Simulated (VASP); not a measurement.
A run of VASP 6.6.1 is set up as follows.

The input INCAR:

```
  PREC = Accurate
  ENCUT = 520
  EDIFF = 1E-6
  ISMEAR = 0
  SIGMA = 0.1
  LREAL = False
  LASPH = True
  NELM = 60
  ALGO = Normal
  ISIF = 2
  LWAVE = False
  LCHARG = False
  GGA = PE
  NBANDS = 16
```

Contents of KPOINTS:

```
Automatic mesh
0
Gamma
  6 6 4
```

File POSCAR:

```
Si
1.0
    2.8742337336     -1.8996486220      0.0000000000
    2.8742337336      1.8996486220      0.0000000000
    0.0000000000      0.0000000000      7.7491401556
Si
4
Direct
    0.8500000000      0.1500000000      0.1170000000
    0.6500000000      0.3500000000      0.6170000000
    0.1500000000      0.8500000000      0.8830000000
    0.3500000000      0.6500000000      0.3830000000
```

Potentials or basis: VASP PAW PBE potentials, release 64 (Si).

The run is started by

```bash
$ cat potpaw_PBE.64/Si/POTCAR > POTCAR
$ mpirun -np 1 vasp_std > vasp.out
```

Q: Estimate the pressure.

A: -4.8 GPa.

Q: Estimate the band gap on the k mesh.

A: Zero (bands 8 and 9 overlap by 4.28 eV).

Q: Estimate the largest force.

A: 3.435 eV/Å.

Forces on the atoms (eV/Å):
```
Si   0.000  1.733  2.966
Si   0.000 -1.733  2.966
Si   0.000 -1.733 -2.966
Si   0.000  1.733 -2.966
```

Caveat: the cell stands under tension; forces of over 1 eV/Å act on the atoms, so gaps and moduli don't describe the material at rest.
